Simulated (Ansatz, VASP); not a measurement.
Two plane-wave programs on Ir3O

INCAR

```
SYSTEM = Ir3O
PREC     = Accurate       ! precision mode
ENCUT    = 600            ! plane-wave cutoff, eV
EDIFF    = 1E-6           ! SCF threshold, eV
ISMEAR   = 0              ! smearing method
SIGMA    = 0.1            ! smearing width, eV
LREAL    = .FALSE.        ! projectors in reciprocal space
LASPH    = .TRUE.         ! aspherical terms in the spheres
NELM     = 150            ! most SCF steps
ALGO     = Normal         ! electronic algorithm
ISIF     = 3              ! what is computed and relaxed
LWAVE    = .FALSE.        ! write WAVECAR
LCHARG   = .FALSE.        ! write CHGCAR
ISPIN    = 2              ! spin polarisation
MAGMOM   = 1 1 1 0        ! initial moments
LORBIT   = 11             ! projections on sites
LMAXMIX  = 4              ! l up to which the mixer works
GGA      = PE             ! functional
IBRION   = 2              ! ionic algorithm
NSW      = 90             ! ionic steps
EDIFFG   = -0.04          ! ionic threshold
```

Contents of KPOINTS:

```
Automatic mesh
0
G
  6 6 4
  0 0 0
```

POSCAR

```
Ir3O
1.0
    2.6782734400      0.0000000000      0.0000000000
   -1.3391367200      2.3194528400      0.0000000000
    0.0000000000      0.0000000000      6.7386237700
Ir O
3 1
Direct
    0.3333333300      0.6666666700      0.5000000000
    0.0000000000      0.0000000000      0.8033263700
    0.0000000000      0.0000000000      0.1966736300
    0.3333333300      0.6666666700      0.0000000000
```

Input for Ansatz:

```yaml
crystal:
  lattice:
    - [2.67827344, 0.0, 0.0]
    - [-1.33913672, 2.31945284, 0.0]
    - [0.0, 0.0, 6.73862377]
  atoms:
    - { symbol: Ir, position: [0.33333333, 0.66666667, 0.5], spin: 1.0 }
    - { symbol: Ir, position: [0.0, 0.0, 0.80332637], spin: 1.0 }
    - { symbol: Ir, position: [0.0, 0.0, 0.19667363], spin: 1.0 }
    - { symbol: O, position: [0.33333333, 0.66666667, 0.0] }
basis:
  ecutwfc: 420
kpoints:
  mp_grid: { grid: [6, 6, 4] }
hamiltonian:
  xc: pbe
scf:
  occupations: { method: gaussian, width: 0.1 }
  lower_state_search: "off"
output:
  forces: true
  stress: true
  eigenvalues: true
  populations: true
magnetization:
  spin_polarized: true
relax:
  adjacent_minimum: "off"
  f_tol: 0.04
  max_steps: 70
  cell: { stress_tol: 0.4 }
```

Change from the starting cell: species swapped into the Tc3N type (P-6m2, No. 187).

Alike in both runs: task relaxation of cell and atoms; functional PBE; k mesh 6 × 6 × 4; occupations gaussian, width 0.1 eV; collinear spin.

```csv
,VASP,Ansatz
version,VASP 6.6.1,Ansatz 0.2.0
potentials or method,"VASP PAW PBE potentials, release 64 (Ir, O), cutoff 600 eV","scalar-relativistic, plane waves, PAW"
valence electrons in the cell,33,57
```

Ansatz gave:

| Item | Value |
| --- | --- |
| gap on the k mesh at the Fermi level, each at its own relaxed structure (eV) | none |
| net moment per atom (μB) | 0.00 |
| relaxed volume (Å³/atom) | 12.91 |
| relaxed cell length with the largest relative difference (Å) | 2.765 |

Q: What did VASP give for the same quantities?

A: gap on the k mesh at the Fermi level, each at its own relaxed structure (eV): none; net moment per atom (μB): 0.00; relaxed volume (Å³/atom): 12.94; relaxed cell length with the largest relative difference (Å): 2.769.

A gap of «none» marks a metal or a gap that the smearing closes. VASP's potentials hold 33 valence electrons a cell and Ansatz's 57, so a difference there can come from the potentials and not from the codes. Ansatz's warnings: seeded moment not kept.

The k mesh is coarse, so the values compare programs but aren't converged. Neither program's run includes spin-orbit coupling. Noted on VASP's run: the volume moved by over 15 % at a fixed basis, so the end points are rough.
